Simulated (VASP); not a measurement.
A run of VASP 6.6.1:

File POSCAR:

```
Ti3Ag
1.0
    3.9099278359      0.0000000000      0.0000000000
    0.0000000000      3.9099278359      0.0000000000
    0.0000000000      0.0000000000      3.9069772021
Ti Ag
3 1
Direct
    0.0000000000      0.5000000000      0.5000000000
    0.5000000000      0.0000000000      0.5000000000
    0.5000000000      0.5000000000      0.0000000000
    0.0000000000      0.0000000000      0.0000000000
```

Contents of INCAR.step1:

```
SYSTEM = Ti3Ag
PREC = Accurate
ENCUT = 520
ISMEAR = 0
SIGMA = 0.1
LREAL = .FALSE.
LASPH = .TRUE.
NELM = 100
NBANDS = 32
GGA = PE
ALGO = Normal
EDIFF = 1E-4
LWAVE = .TRUE.
LCHARG = .FALSE.
```

File INCAR.step2:

```
SYSTEM = Ti3Ag
PREC = Accurate
ENCUT = 520
EDIFF = 1E-6
ISMEAR = 0
SIGMA = 0.1
LREAL = .FALSE.
LASPH = .TRUE.
NELM = 100
ALGO = Normal
ISIF = 2
LWAVE = .FALSE.
LCHARG = .FALSE.
METAGGA = R2SCAN
LMIXTAU = .TRUE.
NBANDS = 32
ISTART = 1
```

File KPOINTS:

```
Automatic mesh
0
G
  10 10 10
  0 0 0
```

Potentials or basis: VASP PAW PBE potentials, release 64 (Ti_sv, Ag).

Run with:

```console
$ cat potpaw_PBE.64/Ti_sv/POTCAR potpaw_PBE.64/Ag/POTCAR > POTCAR
$ cp INCAR.step1 INCAR
$ mpirun -np 1 vasp_std > vasp.out
$ cp INCAR.step2 INCAR
$ mpirun -np 1 vasp_std > vasp.out
```

Hardware: 1 thread of Intel(R) Xeon(R) Platinum 8488C (Sapphire Rapids), on a shared host.

Estimate the wall time of this run.

Run time: 7.8 min on 1 thread of Intel(R) Xeon(R) Platinum 8488C (Sapphire Rapids), with other jobs on the host, peak memory 0.33 GiB. Counts: k points 126.
